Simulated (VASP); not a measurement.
Input of a VASP 6.6.1 run:

Contents of INCAR:

```
PREC = Accurate ; ENCUT = 520
EDIFF = 1E-7 ; ISMEAR = 0
SIGMA = 0.1 ; LREAL = False
LASPH = True ; NELM = 80
ALGO = Normal ; ISIF = 2
LWAVE = False ; LCHARG = False
GGA = PE ; NBANDS = 17
```

Contents of KPOINTS:

```
regular mesh
0
Gamma
  6 6 6
```

The input POSCAR:

```
WS
1.0
    0.0000000000      2.6676840128      2.6676840128
    2.6676840128      0.0000000000      2.6676840128
    2.6676840128      2.6676840128      0.0000000000
W S
1 1
Direct
    0.0000000000      0.0000000000      0.0000000000
    0.7500000000      0.7500000000      0.7500000000
```

Potentials or basis: VASP PAW PBE potentials, release 64 (W_sv, S).

The run is started by

```console
$ cat potpaw_PBE.64/W_sv/POTCAR potpaw_PBE.64/S/POTCAR > POTCAR
$ mpirun -np 1 vasp_std > vasp.out
```

**Question.** What does it give for the pressure?

**Answer.** 0.1 GPa.

**Question.** Predict the band gap on the k mesh.

**Answer.** Zero (band 10 reaches 8.09 eV, above the bottom of band 11 at 7.64 eV).

Caveat: spin-orbit coupling is left out, which moves the levels of the heavy elements.
